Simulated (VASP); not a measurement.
Write the native input for VASP 6.6.1 that does the following.

```
Task                   : single point
Functional             : PBE
Potentials or basis    : VASP PAW PBE potentials, release 64 (Ti_sv)
Cutoff                 : 520 eV
k mesh                 : 18 × 18 × 10
Occupations            : gaussian, width 0.15 eV
Spin                   : no spin polarisation
Dipole correction      : no
Further INCAR settings : ALGO = Fast; EDIFF = 1e-07; NBANDS = 19
```

The structure of Ti lies in POSCAR:

```
Ti
1.0
    2.9499978604      0.0000000000     -0.0294999786
   -1.4749989302      2.5547730882      0.0147499893
   -0.0468600000      0.0000000000      4.6860000000
Ti
2
Direct
    0.3333333333      0.6666666667      0.2500000000
    0.6666666667      0.3333333333      0.7500000000
```

This cell differs from its parent crystal: strain -0.0200 x Voigt [0, 0, 0, 0, 1, 0].

One way to write it, as run:

INCAR

```
  PREC = Accurate
  ENCUT = 520
  EDIFF = 1E-7
  ISMEAR = 0
  SIGMA = 0.15
  LREAL = F
  LASPH = T
  NELM = 100
  ALGO = Fast
  ISIF = 2
  LWAVE = F
  LCHARG = F
  GGA = PE
  NBANDS = 19
```

KPOINTS

```
Automatic mesh
0
Gamma
  18 18 10
```

Potentials or basis: VASP PAW PBE potentials, release 64 (Ti_sv).

Launch:

```console
$ cat potpaw_PBE.64/Ti_sv/POTCAR > POTCAR
$ mpirun -np 1 vasp_std > vasp.out
```

Results of the run:

```
Pressure               : -2.1 GPa
Band gap on the k mesh : zero (bands 12 and 13 overlap by 1.10 eV)
```

Caveat: the cell differs from its parent crystal (strain -0.0200 x Voigt [0, 0, 0, 0, 1, 0]).

It took 18 min on 1 thread of Intel(R) Xeon(R) Platinum 8488C (Sapphire Rapids), with other jobs on the host, peak memory 0.55 GiB.
